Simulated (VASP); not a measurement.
# Sc (P6_3/mmc) in VASP: notebook

Runs on Sc. Level: PBE. Tasks: electric field gradients.

All numbers are computed with VASP 6.6.1; they aren't measurements. Logs are shortened: lines on timing, memory, paths and dates and some standing lists are left out, and cuts for length are marked.

**1. The cell of the first run**

Symmetry: P6_3/mmc, No. 194, hexagonal system. The conventional cell has a = 3.281 Å, b = 3.281 Å, c = 5.224 Å, α = 90.00°, β = 90.00°, γ = 120.00°. Sc (site symmetry -6m2) has 12 Sc at 3.23 to 3.28 Å within 4.2 Å.

**2. Electric field gradients, PBE (volume scaled by 0.975)**

Input file INCAR:

```
PREC = Accurate
ENCUT = 520
EDIFF = 1E-8
ISMEAR = -1
SIGMA = 0.03
LREAL = F
LASPH = T
NELM = 60
ALGO = Normal
ISIF = 2
LWAVE = F
LCHARG = F
GGA = PE
LEFG = T
NBANDS = 18
```

Input file KPOINTS:

```
regular mesh
0
Gamma
  13 13 7
```

Input file POSCAR:

```
Sc
1.0
    3.2809915583      0.0000000000      0.0000000000
   -1.6404957791      2.8414220391      0.0000000000
    0.0000000000      0.0000000000      5.2237289994
Sc
2
Direct
    0.3333333333      0.6666666667      0.2500000000
    0.6666666667      0.3333333333      0.7500000000
```

Potentials or basis: VASP PAW PBE potentials, release 64 (Sc_sv).

On the command line:

```
cat potpaw_PBE.64/Sc_sv/POTCAR > POTCAR
mpirun -np 1 vasp_std > vasp.out
```

OUTCAR:

```text
PREC = Accurate
   ENCUT = 520
   EDIFF = 1E-8
   ISMEAR = -1
   LREAL = F
   LASPH = T
   NELM = 60
   ISIF = 2
   GGA = PE

 ion  position               nearest neighbor table
   1  0.333  0.667  0.250-   2 3.23   2 3.23   2 3.23   2 3.23   2 3.23   2 3.23
   2  0.667  0.333  0.750-   1 3.23   1 3.23   1 3.23   1 3.23   1 3.23   1 3.23

  LATTYP: Found a hexagonal cell.
 ALAT       =     3.2809915583
 C/A-ratio  =     1.5921190002

  Lattice vectors:

 A1 = (   3.2809915583,   0.0000000000,   0.0000000000)
 A2 = (  -1.6404957791,   2.8414220391,   0.0000000000)
 A3 = (   0.0000000000,   0.0000000000,   5.2237289994)

Analysis of symmetry for initial positions (statically):
=====================================================================
 Subroutine PRICEL returns:
 Original cell was already a primitive cell.

 Routine SETGRP: Setting up the symmetry group for a
 hexagonal supercell.

 Subroutine GETGRP returns: Found 24 space group operations
 (whereof 12 operations were pure point group operations)
 out of a pool of 24 trial point group operations.

The static configuration has the point symmetry D_3d.
 The point group associated with its full space group is D_6h.

Analysis of symmetry for dynamics (positions and initial velocities):
=====================================================================
 Subroutine PRICEL returns:
 Original cell was already a primitive cell.

 Routine SETGRP: Setting up the symmetry group for a
 hexagonal supercell.

 Subroutine GETGRP returns: Found 24 space group operations
 (whereof 12 operations were pure point group operations)
 out of a pool of 24 trial point group operations.

The dynamic configuration has the point symmetry D_3d.
 The point group associated with its full space group is D_6h.

 Subroutine INISYM returns: Found 24 space group operations
 (whereof 12 operations are pure point group operations),
 and found     1 'primitive' translations

----------------------------------------------------------------------------------------

                                     Primitive cell

  volume of cell :      48.6992

  direct lattice vectors                    reciprocal lattice vectors
     3.280991558  0.000000000  0.000000000     0.304785911  0.175968228  0.000000000
    -1.640495779  2.841422039  0.000000000     0.000000000  0.351936455  0.000000000
     0.000000000  0.000000000  5.223728999     0.000000000  0.000000000  0.191434127

  length of vectors
     3.280991558  3.280991558  5.223728999     0.351936455  0.351936455  0.191434127

  position of ions in fractional coordinates (direct lattice)
     0.333333333  0.666666667  0.250000000
     0.666666667  0.333333333  0.750000000

  ion indices of the primitive-cell ions
   primitive index   ion index
                 1           1
                 2           2

----------------------------------------------------------------------------------------

 KPOINTS: regular mesh

Automatic generation of k-mesh.
 Grid dimensions read from file:
 generate k-points for:   13   13    7

 Generating k-lattice:

  Cartesian coordinates                     Fractional coordinates (reciprocal lattice)
     0.023445070  0.013536018  0.000000000     0.076923077  0.000000000  0.000000000
     0.000000000  0.027072035  0.000000000     0.000000000  0.076923077  0.000000000
     0.000000000  0.000000000  0.027347732     0.000000000  0.000000000  0.142857143

  Length of vectors
     0.027072035  0.027072035  0.027347732

  Shift w.r.t. Gamma in fractional coordinates (k-lattice)
     0.000000000  0.000000000  0.000000000

 Subroutine IBZKPT returns following result:
 ===========================================

 Found     84 irreducible k-points:

 Following reciprocal coordinates:
            Coordinates               Weight
  0.000000  0.000000  0.000000      1.000000
  0.076923 -0.000000  0.000000      6.000000
  0.153846 -0.000000  0.000000      6.000000
  0.230769 -0.000000  0.000000      6.000000
  0.307692 -0.000000  0.000000      6.000000
  0.384615  0.000000  0.000000      6.000000
[... 16 lines left out ...]
  0.076923 -0.000000  0.142857     12.000000
  0.153846 -0.000000  0.142857     12.000000
 [... further k-points ...]
   k-points           NKPTS =     84   k-points in BZ     NKDIM =     84   number of bands    NBANDS=     18
   number of dos      NEDOS =    301   number of ions     NIONS =      2
   total plane-waves  NPLWV =  23040
   dimension x,y,z NGX =    24 NGY =   24 NGZ =   40
   dimension x,y,z NGXF=    48 NGYF=   48 NGZF=   80
   ions per type =               2
   NGX,Y,Z   is equivalent  to a cutoff of  12.16, 12.16, 12.73 a.u.
   NGXF,Y,Z  is equivalent  to a cutoff of  24.32, 24.32, 25.46 a.u.
 SYSTEM =  unknown system
   PREC   = accura    normal or accurate (medium, high low for compatibility)
   ISTART =      0    job   : 0-new  1-cont  2-samecut
   ICHARG =      2    charge: 1-file 2-atom 10-const
   ISPIN  =      1    spin polarized calculation?
   LNONCOLLINEAR =      F non collinear calculations
   LSORBIT =      F    spin-orbit coupling
   LASPH  =      T    aspherical Exc in radial PAW
   ENCUT  =  520.0 eV  38.22 Ry    6.18 a.u.   6.10  6.10  9.71*2*pi/ulx,y,z
   NELM   =     60;   NELMIN=  2; NELMDL= -5     # of ELM steps
   EDIFF  = 0.1E-07   stopping-criterion for ELM
   LREAL  =      F    real-space projection
   EDIFFG = 0.1E-06   stopping-criterion for IOM
   NSW    =      0    number of steps for IOM
   IBRION =     -1    ionic relax: 0-MD 1-quasi-New 2-CG
   NFREE  =      0    steps in history (QN), initial steepest desc. (CG)
   ISIF   =      2    stress and relaxation
   ISYM   =      2    0-nonsym 1-usesym 2-fastsym
   POTIM  = 0.5000    time-step for ionic-motion
   TEBEG  =    0.0;   TEEND  =   0.0 temperature during run
   PSTRESS=    0.0 pullay stress
   NELECT =      22.0000    total number of electrons
   NUPDOWN=      -1.0000    fix difference up-down
   EMIN   =  10.00;   EMAX   =-10.00  energy-range for DOS
   EFERMI =   0.00;   METHOD = LEGACY
   ISMEAR =    -1;   SIGMA  =   0.03  broadening in eV -4-tet -1-fermi 0-gaus
   EFERMI_NEDOS =   21; number of points for ismear=-14 and -15
   IALGO  =     38    algorithm
   IMIX   =      4    mixing-type and parameters
     AMIX     =   0.40;   BMIX     =  1.00
     AMIX_MAG =   1.60;   BMIX_MAG =  1.00
  volume/ion in A,a.u.               =      24.35       164.32
  Fermi-wavevector in a.u.,A,eV,Ry     =   1.256151  2.373781 21.468846  1.577916
  Thomas-Fermi vector in A             =   2.389873
   LORBIT       =      0    0 simple, 1 ext, 2 COOP (PROOUT), +10 PAW based schemes
   GGA     = PE    functional components
   LHFCALC =     F    Hartree Fock is set to
   AEXX    =    0.0000 exact exchange contribution
   IVDW    =     0    specifies the selected vdW correction
   LEPSILON=     F    determine dielectric tensor
   LRPA    =     F    only Hartree local field effects (RPA)
 non-spin polarized calculation
  energy-cutoff  :      520.00
  volume of cell :       48.70
 maximum number of plane-waves:      1331
   NGX = 13   NGY = 13   NGZ = 19

 number of electron      22.0000000 magnetization

 Free energy of the ion-electron system (eV)
  ---------------------------------------------------
  ext. energy  EPLUGINS =         0.00000000
  ---------------------------------------------------
  free energy    TOTEN  =       -12.49756321 eV

  energy without entropy =      -12.48417768  energy(sigma->0) =      -12.49087045

 E-fermi :   3.7618     XC(G=0):  -9.9269

 val. band max:        3.7607720251   @ k =   0.3077   0.0769   0.0000
 cond. band min:       3.7669163249   @ k =   0.3846   0.0000   0.4286
 fundamental gap:      0.0061442998
 Fermi energy:         3.7617794096

 k-point     1 :       0.0000    0.0000    0.0000
  band No.  band energies     occupation
      1     -45.6357      2.00000
      2     -45.5670      2.00000
      3     -24.4613      2.00000
      4     -24.1107      2.00000
      5     -24.1107      2.00000
      6     -24.0491      2.00000
[... 10 lines left out ...]
     17       6.1757      0.00000
     18       6.1757      0.00000

 k-point     2 :       0.0769   -0.0000    0.0000
  band No.  band energies     occupation
      1     -45.6327      2.00000
      2     -45.5657      2.00000
      3     -24.4533      2.00000
      4     -24.1271      2.00000
      5     -24.1162      2.00000
      6     -24.0663      2.00000
[... 10 lines left out ...]
     17       6.0641      0.00000
     18       6.0948      0.00000

 k-point     3 :       0.1538   -0.0000    0.0000
  band No.  band energies     occupation
      1     -45.6242      2.00000
      2     -45.5625      2.00000
      3     -24.4304      2.00000
      4     -24.1730      2.00000
      5     -24.1309      2.00000
      6     -24.1132      2.00000
[... 10 lines left out ...]
     17       5.9561      0.00000
     18       6.1400      0.00000

 k-point     4 :       0.2308   -0.0000    0.0000
  band No.  band energies     occupation
      1     -45.6118      2.00000
      2     -45.5583      2.00000
      3     -24.3954      2.00000
      4     -24.2381      2.00000
      5     -24.1775      2.00000
      6     -24.1511      2.00000
[... 10 lines left out ...]
     17       6.2905      0.00000
     18       6.5195      0.00000

 k-point     5 :       0.3077   -0.0000    0.0000
  band No.  band energies     occupation
      1     -45.5978      2.00000
      2     -45.5547      2.00000
      3     -24.3529      2.00000
      4     -24.3080      2.00000
      5     -24.2437      2.00000
      6     -24.1718      2.00000
[... 10 lines left out ...]
     17       6.7318      0.00000
     18       6.9679      0.00000

 k-point     6 :       0.3846    0.0000    0.0000
  band No.  band energies     occupation
      1     -45.5850      2.00000
      2     -45.5529      2.00000
      3     -24.3661      2.00000
      4     -24.3100      2.00000
      5     -24.2970      2.00000
      6     -24.1885      2.00000
[... 307 lines left out ...]
 k-point    21 :       0.3077    0.3077    0.0000
  band No.  band energies     occupation
      1     -45.5633      2.00000
      2     -45.5567      2.00000
      3     -24.3491      2.00000
      4     -24.2920      2.00000
      5     -24.2696      2.00000
      6     -24.2202      2.00000
[... 10 lines left out ...]
     17       7.4822      0.00000
     18       7.5577      0.00000

 k-point    22 :       0.0000    0.0000    0.1429
  band No.  band energies     occupation
      1     -45.6323      2.00000
      2     -45.5704      2.00000
      3     -24.4406      2.00000
      4     -24.1076      2.00000
      5     -24.1076      2.00000
      6     -24.0521      2.00000
[... 10 lines left out ...]
     17       6.3223      0.00000
     18       6.3223      0.00000

 k-point    23 :       0.0769   -0.0000    0.1429
  band No.  band energies     occupation
      1     -45.6294      2.00000
      2     -45.5691      2.00000
      3     -24.4337      2.00000
      4     -24.1236      2.00000
      5     -24.1130      2.00000
      6     -24.0770      2.00000
[... 10 lines left out ...]
     17       6.2667      0.00000
     18       6.2701      0.00000

 k-point    24 :       0.1538   -0.0000    0.1429
  band No.  band energies     occupation
      1     -45.6212      2.00000
      2     -45.5655      2.00000
      3     -24.4143      2.00000
      4     -24.1677      2.00000
      5     -24.1274      2.00000
      6     -24.1261      2.00000
[... 10 lines left out ...]
     17       6.2220      0.00000
     18       6.2506      0.00000

 [... further k-points ...]
[... 5 lines left out ...]
  --------------------------------------------------------------------------------------
  -------------------------------------------------------------------------------------
  Total        0.4090260      0.4090260     -0.1431298      0.0000000      0.0000000     -0.0000000
  in kB       13.4567447     13.4567447     -4.7088952      0.0000000      0.0000000     -0.0000000
  external PRESSURE =       7.4015314 kB  Pullay stress =       0.0000000 kB

 VOLUME and BASIS-vectors are now :
 -----------------------------------------------------------------------------
  energy-cutoff  :      520.00
  volume of cell :       48.70
      direct lattice vectors                 reciprocal lattice vectors
     3.280991558  0.000000000  0.000000000     0.304785911  0.175968228  0.000000000
    -1.640495779  2.841422039  0.000000000     0.000000000  0.351936455  0.000000000
     0.000000000  0.000000000  5.223728999     0.000000000  0.000000000  0.191434127

 POSITION                                       TOTAL-FORCE (eV/Angst)
 -----------------------------------------------------------------------------------
     -0.00000      1.89428      1.30593         0.000000     -0.000000      0.000000
      1.64050      0.94714      3.91780        -0.000000      0.000000      0.000000
 -----------------------------------------------------------------------------------
    total drift:                                0.000000     -0.000000      0.000000

  FREE ENERGIE OF THE ION-ELECTRON SYSTEM (eV)
  ---------------------------------------------------
  free  energy   TOTEN  =       -12.4975632104 eV

  energy  without entropy=      -12.4841776825  energy(sigma->0) =      -12.49087045

 Electric field gradients (V/A^2)
---------------------------------------------------------------------
 ion       V_xx      V_yy      V_zz      V_xy      V_xz      V_yz
---------------------------------------------------------------------
   1      -5.084    -5.084    10.168     0.000    -0.000    -0.000
   2      -5.084    -5.084    10.168     0.000    -0.000    -0.000
---------------------------------------------------------------------

 Electric field gradients after diagonalization (V/A^2)
 (convention: |V_zz| > |V_xx| > |V_yy|)
----------------------------------------------------------------------
 ion       V_xx      V_yy      V_zz     asymmetry (V_yy - V_xx)/ V_zz
----------------------------------------------------------------------
   1      -5.085    -5.084    10.168       0.000
   2      -5.085    -5.084    10.168       0.000
----------------------------------------------------------------------

           NMR quadrupolar parameters

 Cq : quadrupolar parameter    Cq=e*Q*V_zz/h
 eta: asymmetry parameters     (V_yy - V_xx)/ V_zz
 Q  : nuclear electric quadrupole moment in mb (millibarn)
----------------------------------------------------------------------
 ion       Cq(MHz)       eta       Q (mb)
----------------------------------------------------------------------
   1       0.025       0.000       1.000
   2       0.025       0.000       1.000
----------------------------------------------------------------------
```

It took 45 s on 1 thread of Intel Xeon 6975P-C, shared host; peak memory 0.2 GiB.

Results:

| Property | Result |
| --- | --- |
| Free energy | -12.4976 eV |
| Pressure | 0.7 GPa |
| Band gap on the k mesh | zero (band 11 reaches 4.50 eV, above the bottom of band 12 at 3.26 eV) |

Levels at points of the mesh, in eV from the Fermi level:
```tsv
k point	band 8	band 9	band 10	band 11	band 12	band 13	band 14	band 15
(0.00, 0.00, 0.00)	-27.79	-5.16	-1.70	0.47	1.62	1.62	1.74	2.04
```

Electric field gradients, principal values (V/Å²):
```csv
atom,least,middle,greatest (by size)
1 Sc,-5.084,-5.085,10.168
2 Sc,-5.084,-5.085,10.168
```

Caveat: the cell differs from its parent crystal (volume scaled by 0.975); without QUAD_EFG the Cq values of the log hold for a quadrupole moment of 1 mb, not for the nuclei.

**3. Electric field gradients, PBE**

This run uses another cell than the first one, of 24.97 Å³/atom, 1.026 times its volume.

Input file INCAR:

```
ALGO = Normal
EDIFF = 1E-8
ENCUT = 520
GGA = PE
ISIF = 2
ISMEAR = -1
LASPH = T
LCHARG = F
LEFG = T
LREAL = F
LWAVE = F
NBANDS = 18
NELM = 100
PREC = Accurate
SIGMA = 0.03
```

Input file KPOINTS:

```
k-points
0
Gamma
  13 13 7
```

Input file POSCAR:

```
Sc
1.0
    3.3087978973      0.0000000000      0.0000000000
   -1.6543989486      2.8655030350      0.0000000000
    0.0000000000      0.0000000000      5.2680000000
Sc
2
Direct
    0.3333333333      0.6666666667      0.2500000000
    0.6666666667      0.3333333333      0.7500000000
```

Potentials or basis: VASP PAW PBE potentials, release 64 (Sc_sv).

On the command line:

```
cat potpaw_PBE.64/Sc_sv/POTCAR > POTCAR
mpirun -np 1 vasp_std > vasp.out
```

OUTCAR:

```text
EDIFF = 1E-8
   ENCUT = 520
   GGA = PE
   ISIF = 2
   ISMEAR = -1
   LASPH = T
   LREAL = F
   NELM = 100
   PREC = Accurate

 ion  position               nearest neighbor table
   1  0.333  0.667  0.250-   2 3.25   2 3.25   2 3.25   2 3.25   2 3.25   2 3.25
   2  0.667  0.333  0.750-   1 3.25   1 3.25   1 3.25   1 3.25   1 3.25   1 3.25

  LATTYP: Found a hexagonal cell.
 ALAT       =     3.3087978973
 C/A-ratio  =     1.5921190002

  Lattice vectors:

[... 718 lines left out ...]

  FREE ENERGIE OF THE ION-ELECTRON SYSTEM (eV)
  ---------------------------------------------------
  free  energy   TOTEN  =       -12.4983309947 eV

  energy  without entropy=      -12.4846682916  energy(sigma->0) =      -12.49149964

 Electric field gradients (V/A^2)
---------------------------------------------------------------------
 ion       V_xx      V_yy      V_zz      V_xy      V_xz      V_yz
---------------------------------------------------------------------
   1      -4.763    -4.763     9.526     0.000     0.000    -0.000
   2      -4.763    -4.763     9.526     0.000    -0.000     0.000
---------------------------------------------------------------------

 Electric field gradients after diagonalization (V/A^2)
 (convention: |V_zz| > |V_xx| > |V_yy|)
----------------------------------------------------------------------
 ion       V_xx      V_yy      V_zz     asymmetry (V_yy - V_xx)/ V_zz
----------------------------------------------------------------------
   1      -4.763    -4.763     9.526       0.000
   2      -4.763    -4.763     9.526       0.000
----------------------------------------------------------------------

           NMR quadrupolar parameters

 Cq : quadrupolar parameter    Cq=e*Q*V_zz/h
 eta: asymmetry parameters     (V_yy - V_xx)/ V_zz
 Q  : nuclear electric quadrupole moment in mb (millibarn)
----------------------------------------------------------------------
 ion       Cq(MHz)       eta       Q (mb)
----------------------------------------------------------------------
   1       0.023       0.000       1.000
   2       0.023       0.000       1.000
----------------------------------------------------------------------
```

Wall time 94 s (1 thread of Intel Xeon 6975P-C, shared host); peak memory 0.22 GiB.

Results:

| Property | Result |
| --- | --- |
| Free energy | -12.4983 eV |
| Pressure | -0.6 GPa |
| Band gap on the k mesh | zero (band 11 reaches 4.34 eV, above the bottom of band 12 at 3.15 eV) |

Electric field gradients, principal values (V/Å²):
| atom | least | middle | greatest (by size) |
| --- | --- | --- | --- |
| 1 Sc | -4.763 | -4.763 | 9.526 |
| 2 Sc | -4.763 | -4.763 | 9.526 |

Caveat: without QUAD_EFG the Cq values of the log hold for a quadrupole moment of 1 mb, not for the nuclei.

[end of part 1 of 3]
